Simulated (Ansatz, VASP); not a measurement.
# P: VASP beside Ansatz

```
P
1.0
     0.00000    2.61996    2.61996
     2.61996    0.00000    2.61996
     2.61996    2.61996    0.00000
P
2
Cartesian
  -0.6550 -0.6550 -0.6550
  0.6550 0.6550 0.6550
```

Change from the starting cell: volume scaled by 0.92, LAPW.

Alike in both runs: task single point; functional PBEsol; k mesh 12 × 12 × 12; occupations fermi-dirac, width 0.08 eV; no spin polarisation.

|  | VASP | Ansatz |
| --- | --- | --- |
| version | VASP 6.6.1 | Ansatz 0.2.0 |
| potentials or method | VASP PAW PBE potentials, release 64 (P), cutoff 520 eV | all-electron LAPW, scalar-relativistic |

Ansatz gave:

| Item | Value |
| --- | --- |
| pressure (GPa) | 4.8 |

Question: Estimate VASP's values.

Answer: Pressure (GPa): 4.9.

VASP's potentials were made for PBE, not for PBEsol. Ansatz ran all-electron here, and VASP with PAW potentials.
